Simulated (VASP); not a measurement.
# BiTe (Fm-3m) in VASP: further runs

BiTe is run at these levels: LDA; tasks: single point, relaxation of cell and atoms.

Program: VASP 6.6.1. These are calculated values, not measurements. Logs are shortened: lines on timing, memory, paths and dates and some standing lists are left out, and cuts for length are marked.

### 1 The cell of the first run

It takes space group Fm-3m (No. 225, cubic). Conventional cell: a = 6.354 Å, b = 6.354 Å, c = 6.354 Å, α = 90.00°, β = 90.00°, γ = 90.00°. Bi (site symmetry m-3m) has 6 Te at 3.18 Å within 4.2 Å. Te (site symmetry m-3m) has 6 Bi at 3.18 Å within 4.2 Å.

### 2 Single point, LDA

INCAR reads:

```
SYSTEM = BiTe
PREC = Accurate
ENCUT = 500
EDIFF = 1E-6
ISMEAR = -1
SIGMA = 0.15
LREAL = .False.
LASPH = .True.
NELM = 120
ALGO = Normal
ISIF = 2
LWAVE = .False.
LCHARG = .True.
GGA = CA
LELF = .True.
LVHAR = .True.
NBANDS = 18
GGA_COMPAT = .False.
```

KPOINTS reads:

```
Automatic mesh
0
Gamma
  12 12 12
  0 0 0
```

POSCAR reads:

```
BiTe
1.0
    0.0000000000      3.1772293002      3.1772293002
    3.1772293002      0.0000000000      3.1772293002
    3.1772293002      3.1772293002      0.0000000000
Bi Te
1 1
Direct
    0.0000000000      0.0000000000      0.0000000000
    0.5000000000      0.5000000000      0.5000000000
```

Potentials or basis: VASP PAW LDA potentials, release 64 (Bi_d, Te).

Started as:

```
cat potpaw_LDA.64/Bi_d/POTCAR potpaw_LDA.64/Te/POTCAR > POTCAR
mpirun -np 1 vasp_std > vasp.out
```

OUTCAR:

```text
SYSTEM = BiTe
   PREC = Accurate
   ENCUT = 500
   EDIFF = 1E-6
   ISMEAR = -1
   LREAL = .False.
   LASPH = .True.
   NELM = 120
   ISIF = 2
   GGA = CA

 ion  position               nearest neighbor table
   1  0.000  0.000  0.000-   2 3.18   2 3.18   2 3.18   2 3.18   2 3.18   2 3.18
   2  0.500  0.500  0.500-   1 3.18   1 3.18   1 3.18   1 3.18   1 3.18   1 3.18

  LATTYP: Found a face centered cubic cell.
 ALAT       =     6.3544586004

  Lattice vectors:

 A1 = (   0.0000000000,   3.1772293002,   3.1772293002)
 A2 = (   3.1772293002,   0.0000000000,   3.1772293002)
 A3 = (   3.1772293002,   3.1772293002,   0.0000000000)

Analysis of symmetry for initial positions (statically):
=====================================================================
 Subroutine PRICEL returns:
 Original cell was already a primitive cell.

 Routine SETGRP: Setting up the symmetry group for a
 face centered cubic supercell.

 Subroutine GETGRP returns: Found 48 space group operations
 (whereof 48 operations were pure point group operations)
 out of a pool of 48 trial point group operations.

The static configuration has the point symmetry O_h .

Analysis of symmetry for dynamics (positions and initial velocities):
=====================================================================
 Subroutine PRICEL returns:
 Original cell was already a primitive cell.

 Routine SETGRP: Setting up the symmetry group for a
 face centered cubic supercell.

 Subroutine GETGRP returns: Found 48 space group operations
 (whereof 48 operations were pure point group operations)
 out of a pool of 48 trial point group operations.

The dynamic configuration has the point symmetry O_h .

 Subroutine INISYM returns: Found 48 space group operations
 (whereof 48 operations are pure point group operations),
 and found     1 'primitive' translations

----------------------------------------------------------------------------------------

                                     Primitive cell

  volume of cell :      64.1469

  direct lattice vectors                    reciprocal lattice vectors
     0.000000000  3.177229300  3.177229300    -0.157369819  0.157369819  0.157369819
     3.177229300  0.000000000  3.177229300     0.157369819 -0.157369819  0.157369819
     3.177229300  3.177229300  0.000000000     0.157369819  0.157369819 -0.157369819

  length of vectors
     4.493280767  4.493280767  4.493280767     0.272572522  0.272572522  0.272572522

  position of ions in fractional coordinates (direct lattice)
     0.000000000  0.000000000  0.000000000
     0.500000000  0.500000000  0.500000000

  ion indices of the primitive-cell ions
   primitive index   ion index
                 1           1
                 2           2

----------------------------------------------------------------------------------------

 KPOINTS: Automatic mesh

Automatic generation of k-mesh.
 Grid dimensions read from file:
 generate k-points for:   12   12   12

 Generating k-lattice:

  Cartesian coordinates                     Fractional coordinates (reciprocal lattice)
    -0.013114152  0.013114152  0.013114152     0.083333333  0.000000000  0.000000000
     0.013114152 -0.013114152  0.013114152     0.000000000  0.083333333  0.000000000
     0.013114152  0.013114152 -0.013114152     0.000000000  0.000000000  0.083333333

  Length of vectors
     0.022714377  0.022714377  0.022714377

  Shift w.r.t. Gamma in fractional coordinates (k-lattice)
     0.000000000  0.000000000  0.000000000

 Subroutine IBZKPT returns following result:
 ===========================================

 Found     72 irreducible k-points:

 Following reciprocal coordinates:
            Coordinates               Weight
  0.000000  0.000000  0.000000      1.000000
  0.083333  0.000000  0.000000      8.000000
  0.166667  0.000000  0.000000      8.000000
  0.250000  0.000000  0.000000      8.000000
  0.333333  0.000000  0.000000      8.000000
  0.416667  0.000000  0.000000      8.000000
[... 16 lines left out ...]
  0.500000  0.166667  0.000000     24.000000
 -0.416667  0.166667  0.000000     24.000000
 [... further k-points ...]
   k-points           NKPTS =     72   k-points in BZ     NKDIM =     72   number of bands    NBANDS=     18
   number of dos      NEDOS =    301   number of ions     NIONS =      2
   total plane-waves  NPLWV =  46656
   dimension x,y,z NGX =    36 NGY =   36 NGZ =   36
   dimension x,y,z NGXF=    72 NGYF=   72 NGZF=   72
   ions per type =               1   1
   NGX,Y,Z   is equivalent  to a cutoff of  13.32, 13.32, 13.32 a.u.
   NGXF,Y,Z  is equivalent  to a cutoff of  26.64, 26.64, 26.64 a.u.
 SYSTEM =  BiTe
   PREC   = accura    normal or accurate (medium, high low for compatibility)
   ISTART =      0    job   : 0-new  1-cont  2-samecut
   ICHARG =      2    charge: 1-file 2-atom 10-const
   ISPIN  =      1    spin polarized calculation?
   LNONCOLLINEAR =      F non collinear calculations
   LSORBIT =      F    spin-orbit coupling
   LASPH  =      T    aspherical Exc in radial PAW
   ENCUT  =  500.0 eV  36.75 Ry    6.06 a.u.   8.19  8.19  8.19*2*pi/ulx,y,z
   NELM   =    120;   NELMIN=  2; NELMDL= -5     # of ELM steps
   EDIFF  = 0.1E-05   stopping-criterion for ELM
   LREAL  =      F    real-space projection
   EDIFFG = 0.1E-04   stopping-criterion for IOM
   NSW    =      0    number of steps for IOM
   IBRION =     -1    ionic relax: 0-MD 1-quasi-New 2-CG
   NFREE  =      0    steps in history (QN), initial steepest desc. (CG)
   ISIF   =      2    stress and relaxation
   ISYM   =      2    0-nonsym 1-usesym 2-fastsym
   POTIM  = 0.5000    time-step for ionic-motion
   TEBEG  =    0.0;   TEEND  =   0.0 temperature during run
   PSTRESS=    0.0 pullay stress
   NELECT =      21.0000    total number of electrons
   NUPDOWN=      -1.0000    fix difference up-down
   EMIN   =  10.00;   EMAX   =-10.00  energy-range for DOS
   EFERMI =   0.00;   METHOD = LEGACY
   ISMEAR =    -1;   SIGMA  =   0.15  broadening in eV -4-tet -1-fermi 0-gaus
   EFERMI_NEDOS =   21; number of points for ismear=-14 and -15
   IALGO  =     38    algorithm
   IMIX   =      4    mixing-type and parameters
     AMIX     =   0.40;   BMIX     =  1.00
     AMIX_MAG =   1.60;   BMIX_MAG =  1.00
  volume/ion in A,a.u.               =      32.07       216.44
  Fermi-wavevector in a.u.,A,eV,Ry     =   1.128295  2.132169 17.320895  1.273050
  Thomas-Fermi vector in A             =   2.264985
   LORBIT       =      0    0 simple, 1 ext, 2 COOP (PROOUT), +10 PAW based schemes
   GGA     = CA    functional components
   LHFCALC =     F    Hartree Fock is set to
   AEXX    =    0.0000 exact exchange contribution
   IVDW    =     0    specifies the selected vdW correction
   LEPSILON=     F    determine dielectric tensor
   LRPA    =     F    only Hartree local field effects (RPA)
 non-spin polarized calculation
  energy-cutoff  :      500.00
  volume of cell :       64.15
 maximum number of plane-waves:      1660
 NGX is ok and might be reduce to    36
   NGX = 17   NGY = 17   NGZ = 17

 number of electron      21.0000002 magnetization

 Free energy of the ion-electron system (eV)
  ---------------------------------------------------
  ext. energy  EPLUGINS =         0.00000000
  ---------------------------------------------------
  free energy    TOTEN  =        -8.57004812 eV

  energy without entropy =       -8.47358285  energy(sigma->0) =       -8.52181549

 E-fermi :   7.1143     XC(G=0):  -9.9129

 val. band max:        7.1018090932   @ k =   0.3333   0.0000   0.0000
 cond. band min:       7.1287771457   @ k =  -0.1667   0.2500   0.0833
 fundamental gap:      0.0269680525
 Fermi energy:         7.1143081381

 k-point     1 :       0.0000    0.0000    0.0000
  band No.  band energies     occupation
      1     -15.9940      2.00000
      2     -15.9940      2.00000
      3     -15.9832      2.00000
      4     -15.9832      2.00000
      5     -15.9832      2.00000
      6      -6.8040      2.00000
[... 10 lines left out ...]
     17      13.4431      0.00000
     18      13.4685      0.00000

 k-point     2 :       0.0833    0.0000    0.0000
  band No.  band energies     occupation
      1     -15.9943      2.00000
      2     -15.9943      2.00000
      3     -15.9831      2.00000
      4     -15.9828      2.00000
      5     -15.9828      2.00000
      6      -6.7375      2.00000
[... 10 lines left out ...]
     17      13.8921      0.00000
     18      14.0147      0.00000

 k-point     3 :       0.1667    0.0000    0.0000
  band No.  band energies     occupation
      1     -15.9952      2.00000
      2     -15.9952      2.00000
      3     -15.9827      2.00000
      4     -15.9814      2.00000
      5     -15.9814      2.00000
      6      -6.5390      2.00000
[... 10 lines left out ...]
     17      14.9446      0.00000
     18      15.1973      0.00000

 k-point     4 :       0.2500    0.0000    0.0000
  band No.  band energies     occupation
      1     -15.9966      2.00000
      2     -15.9966      2.00000
      3     -15.9821      2.00000
      4     -15.9793      2.00000
      5     -15.9793      2.00000
      6      -6.2122      2.00000
[... 375 lines left out ...]
      4     -15.9761      2.00000
      5     -15.9744      2.00000
      6      -5.4117      2.00000
[... 10 lines left out ...]
     17      15.9019      0.00000
     18      16.7278      0.00000

 k-point    23 :       0.5000    0.1667    0.0000
  band No.  band energies     occupation
      1     -16.0029      2.00000
      2     -15.9966      2.00000
      3     -15.9808      2.00000
      4     -15.9758      2.00000
      5     -15.9737      2.00000
      6      -4.8723      2.00000
[... 10 lines left out ...]
     17      15.9746      0.00000
     18      16.8062      0.00000

 k-point    24 :      -0.4167    0.1667    0.0000
  band No.  band energies     occupation
      1     -16.0018      2.00000
      2     -15.9979      2.00000
      3     -15.9798      2.00000
      4     -15.9759      2.00000
      5     -15.9743      2.00000
      6      -4.6627      2.00000
[... 10 lines left out ...]
     17      16.7447      0.00000
     18      17.9615      0.00000

 [... further k-points ...]

------------------------ aborting loop because EDIFF is reached ----------------------------------------

  FORCE on cell =-STRESS in cart. coord.  units (eV):
  Direction    XX          YY          ZZ          XY          YZ          ZX
  --------------------------------------------------------------------------------------
  -------------------------------------------------------------------------------------
  Total        0.0315290      0.0315290      0.0315290      0.0000000      0.0000000      0.0000000
  in kB        0.7874890      0.7874890      0.7874890      0.0000000      0.0000000      0.0000000
  external PRESSURE =       0.7874890 kB  Pullay stress =       0.0000000 kB

 VOLUME and BASIS-vectors are now :
 -----------------------------------------------------------------------------
  energy-cutoff  :      500.00
  volume of cell :       64.15
      direct lattice vectors                 reciprocal lattice vectors
     0.000000000  3.177229300  3.177229300    -0.157369819  0.157369819  0.157369819
     3.177229300  0.000000000  3.177229300     0.157369819 -0.157369819  0.157369819
     3.177229300  3.177229300  0.000000000     0.157369819  0.157369819 -0.157369819

 POSITION                                       TOTAL-FORCE (eV/Angst)
 -----------------------------------------------------------------------------------
      0.00000      0.00000      0.00000        -0.000000      0.000000     -0.000000
      3.17723      3.17723      3.17723         0.000000     -0.000000      0.000000
 -----------------------------------------------------------------------------------
    total drift:                               -0.000000      0.000000      0.000000

  FREE ENERGIE OF THE ION-ELECTRON SYSTEM (eV)
  ---------------------------------------------------
  free  energy   TOTEN  =        -8.5700481194 eV

  energy  without entropy=       -8.4735828509  energy(sigma->0) =       -8.52181549
```

Wall time 88 s (1 thread of Intel Xeon 8259CL, shared host); peak memory 0.22 GiB.

What came out:

```
Free energy            : -8.5700 eV
Pressure               : 0.1 GPa
Band gap on the k mesh : zero (an odd number of electrons rules out a gap without spin polarisation)
```

Levels at points of the mesh, in eV from the Fermi level:
| k point | band 6 | band 7 | band 8 | band 9 | band 10 | band 11 | band 12 | band 13 | band 14 | band 15 |
| --- | --- | --- | --- | --- | --- | --- | --- | --- | --- | --- |
| (0.00, 0.00, 0.00) | -13.92 | -7.96 | -2.67 | -2.67 | -2.67 | 2.23 | 2.23 | 2.23 | 4.60 | 4.60 |
| (0.50, 0.00, 0.00) | -11.82 | -11.46 | -1.99 | -1.99 | -1.56 | -0.89 | -0.72 | -0.72 | 7.40 | 7.89 |
| (0.50, 0.50, 0.00) | -11.99 | -9.99 | -6.02 | -4.25 | -4.25 | 2.04 | 3.81 | 3.81 | 5.31 | 8.85 |

Caveat: spin-orbit coupling is left out, which moves the levels of the heavy elements; an odd number of electrons without spin polarisation forces a metal; a magnetic or distorted state may lie lower.

### 3 Single point, LDA

INCAR reads:

```
ALGO     = Normal         # electronic algorithm
EDIFF    = 1E-6           # SCF threshold, eV
ENCUT    = 500            # plane-wave cutoff, eV
GGA_COMPAT= F            
ISIF     = 2              # what is computed and relaxed
ISMEAR   = -1             # smearing method
LASPH    = T              # aspherical terms in the spheres
LCHARG   = F              # write CHGCAR
LREAL    = F              # projectors in reciprocal space
LWAVE    = F              # write WAVECAR
NBANDS   = 18             # bands
NELM     = 120            # most SCF steps
PREC     = Accurate       # precision mode
SIGMA    = 0.15           # smearing width, eV
```

KPOINTS reads:

```
k-points
0
Gamma
  12 12 12
```

POSCAR is that of step 2.

Potentials or basis: VASP PAW LDA potentials, release 64 (Bi_d, Te).

Started as:

```
cat potpaw_LDA.64/Bi_d/POTCAR potpaw_LDA.64/Te/POTCAR > POTCAR
mpirun -np 1 vasp_std > vasp.out
```

OUTCAR:

```text
EDIFF = 1E-6
   ENCUT = 500
   ISIF = 2
   ISMEAR = -1
   LASPH = T
   LREAL = F
   NELM = 120
   PREC = Accurate

 ion  position               nearest neighbor table
   1  0.000  0.000  0.000-   2 3.18   2 3.18   2 3.18   2 3.18   2 3.18   2 3.18
   2  0.500  0.500  0.500-   1 3.18   1 3.18   1 3.18   1 3.18   1 3.18   1 3.18

  LATTYP: Found a face centered cubic cell.
 ALAT       =     6.3544586004

  Lattice vectors:

[... 690 lines left out ...]

------------------------ aborting loop because EDIFF is reached ----------------------------------------

  FORCE on cell =-STRESS in cart. coord.  units (eV):
  Direction    XX          YY          ZZ          XY          YZ          ZX
  --------------------------------------------------------------------------------------
  -------------------------------------------------------------------------------------
  Total        0.0315290      0.0315290      0.0315290      0.0000000      0.0000000      0.0000000
  in kB        0.7874890      0.7874890      0.7874890      0.0000000      0.0000000      0.0000000
  external PRESSURE =       0.7874890 kB  Pullay stress =       0.0000000 kB

 VOLUME and BASIS-vectors are now :
 -----------------------------------------------------------------------------
  energy-cutoff  :      500.00
  volume of cell :       64.15
      direct lattice vectors                 reciprocal lattice vectors
     0.000000000  3.177229300  3.177229300    -0.157369819  0.157369819  0.157369819
     3.177229300  0.000000000  3.177229300     0.157369819 -0.157369819  0.157369819
     3.177229300  3.177229300  0.000000000     0.157369819  0.157369819 -0.157369819

 POSITION                                       TOTAL-FORCE (eV/Angst)
 -----------------------------------------------------------------------------------
      0.00000      0.00000      0.00000        -0.000000      0.000000     -0.000000
      3.17723      3.17723      3.17723         0.000000     -0.000000      0.000000
 -----------------------------------------------------------------------------------
    total drift:                               -0.000000      0.000000      0.000000

  FREE ENERGIE OF THE ION-ELECTRON SYSTEM (eV)
  ---------------------------------------------------
  free  energy   TOTEN  =        -8.5700481194 eV

  energy  without entropy=       -8.4735828509  energy(sigma->0) =       -8.52181549
```

It took 98 s on 1 thread of Intel Xeon 8259CL, shared host; peak memory 0.22 GiB.

Results:

```
Free energy            : -8.5700 eV
Pressure               : 0.1 GPa
Band gap on the k mesh : zero (an odd number of electrons rules out a gap without spin polarisation)
```

Levels at points of the mesh, in eV from the Fermi level:
```tsv
k point	band 6	band 7	band 8	band 9	band 10	band 11	band 12	band 13	band 14	band 15
(0.00, 0.00, 0.00)	-13.92	-7.96	-2.67	-2.67	-2.67	2.23	2.23	2.23	4.60	4.60
(0.50, 0.00, 0.00)	-11.82	-11.46	-1.99	-1.99	-1.56	-0.89	-0.72	-0.72	7.40	7.89
(0.50, 0.50, 0.00)	-11.99	-9.99	-6.02	-4.25	-4.25	2.04	3.81	3.81	5.31	8.85
```

Caveat: spin-orbit coupling is left out, which moves the levels of the heavy elements; an odd number of electrons without spin polarisation forces a metal; a magnetic or distorted state may lie lower.

[end of part 1 of 2]

The gap in the log of VASP goes by the Fermi energy; the results here count the filled bands.